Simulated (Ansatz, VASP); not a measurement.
## One calculation of KF, two programs

```
CELL_PARAMETERS angstrom
0.00000 2.73873 2.73873
2.73873 0.00000 2.73873
2.73873 2.73873 0.00000
ATOMIC_POSITIONS crystal
K 0.00000 0.00000 0.00000
F 0.50000 0.50000 0.50000
```

Change from the starting cell: hydrostatic strain +3.0%.

Alike in both runs: task single point; functional PBE; k mesh 8 × 8 × 8; occupations fermi-dirac, width 0.02 eV; no spin polarisation.

|  | VASP | Ansatz |
| --- | --- | --- |
| version | VASP 6.6.1 | Ansatz 0.2.0 |
| potentials or method | VASP PAW PBE potentials, release 64 (K_sv, F) | plane waves, PAW |
| plane-wave cutoff (eV) | 520 | 420 |
| valence electrons in the cell | 16 | 16 |

|  | VASP | Ansatz | Ansatz less VASP |
| --- | --- | --- | --- |
| gap on the k mesh at the Fermi level (eV) | 5.79 | 5.81 | +0.015 |
| pressure (GPa) | -0.8 | -0.8 | +0.01 |
